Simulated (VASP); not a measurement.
Set up this calculation in VASP 6.6.1, as the native input.

```yaml
Task: single point
Functional: PBEsol
Potentials_or_basis: VASP PAW PBE potentials, release 64 (Au)
Cutoff: 520 eV
k_mesh: 16 × 14 × 10
Occupations: gaussian, width 0.1 eV
Spin: no spin polarisation
Dipole_correction: no
Further_INCAR_settings: ALGO = Fast; EDIFF = 1e-06; NBANDS = 18
```

The structure of Au lies in POSCAR:

```
Au
1.0
    2.8774780345     -0.0178039575      0.3551730682
   -0.0287668755      2.8779212187      0.3802947335
   -0.4944496940     -0.5307661813      3.9792391540
Au
2
Direct
    0.2499998664      0.2500001208      0.7499998005
    0.7500001336      0.7499998792      0.2500001995
```

One way to write it, as run:

INCAR

```
PREC = Accurate ; ENCUT = 520
EDIFF = 1E-6 ; ISMEAR = 0
SIGMA = 0.1 ; LREAL = False
LASPH = True ; NELM = 100
ALGO = Fast ; ISIF = 2
LWAVE = False ; LCHARG = False
GGA = PS ; NBANDS = 18
```

KPOINTS

```
regular mesh
0
Gamma
  16 14 10
```

Potentials or basis: VASP PAW PBE potentials, release 64 (Au).

Command:

```bash
$ cat potpaw_PBE.64/Au/POTCAR > POTCAR
$ mpirun -np 1 vasp_std > vasp.out
```

It gave:

The pressure is -0.2 GPa. The band gap on the k mesh is zero (bands 11 and 12 overlap by 7.28 eV).

Caveat: the PAW data sets were made with another functional, which shifts forces and pressure a little; spin-orbit coupling is left out, which moves the levels of the heavy elements.

Run time: 100 s on 1 thread of Intel(R) Xeon(R) 6975P-C (Granite Rapids) (shared host), peak memory 0.42 GiB.
